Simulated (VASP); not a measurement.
# Eu: single point with PBE

The system is Eu.

```
Eu
1.0
    -2.21711    2.21711    2.21711
     2.21711   -2.21711    2.21711
     2.21711    2.21711   -2.21711
Eu
1
Direct
  0.00000 0.00000 0.00000
```

```json
{"Program": "VASP 6.6.1", "Task": "single point", "Functional": "PBE", "Potentials or basis": "VASP PAW PBE potentials, release 64 (Eu)", "Cutoff": "600 eV", "k mesh": "6 × 6 × 6", "Occupations": "gaussian, width 0.05 eV", "Spin": "collinear spin, ferromagnetic start", "Starting moments": "[7.88] μB"}
```

- Pressure: -0.6 GPa
- Net moment: 7.51 μB per cell
- Site moments: Eu +6.73 μB
- Valence electrons inside the program's atomic spheres: Eu 14.73

Levels at points of the mesh, in eV from the Fermi level:
Spin up:
```
           k point  band 8  band 9  band 10  band 11  band 12  band 13  band 14  band 15  band 16  band 17
(0.00, 0.00, 0.00)   -0.55   -0.40    -0.40    -0.40    -0.35     1.72     1.72     1.72     3.35     3.35
(0.50, 0.00, 0.00)   -0.51   -0.42    -0.40    -0.40    -0.38     0.36     0.61     3.25     3.96     5.60
(0.50, 0.50, 0.50)   -0.51   -0.51    -0.51    -0.36    -0.36    -0.36     4.72     4.72     4.72     5.06
```
Spin down:
| k point | band 3 | band 4 | band 5 | band 6 | band 7 | band 8 |
| --- | --- | --- | --- | --- | --- | --- |
| (0.00, 0.00, 0.00) | -17.93 | -17.93 | -3.51 | 2.76 | 2.76 | 2.76 |
| (0.50, 0.00, 0.00) | -18.09 | -17.93 | -0.86 | 1.33 | 1.55 | 3.92 |
| (0.50, 0.50, 0.50) | -18.27 | -18.27 | -0.19 | -0.19 | 3.94 | 3.94 |

It took 110 s on 1 thread of AMD EPYC 7R13 (shared host), peak memory 0.19 GiB.

Caveat: spin-orbit coupling is left out, which moves the levels of the heavy elements; semilocal functionals describe open f shells poorly, which spoils levels, moments and volumes. The state reached can hang on the start; a lower one may exist.
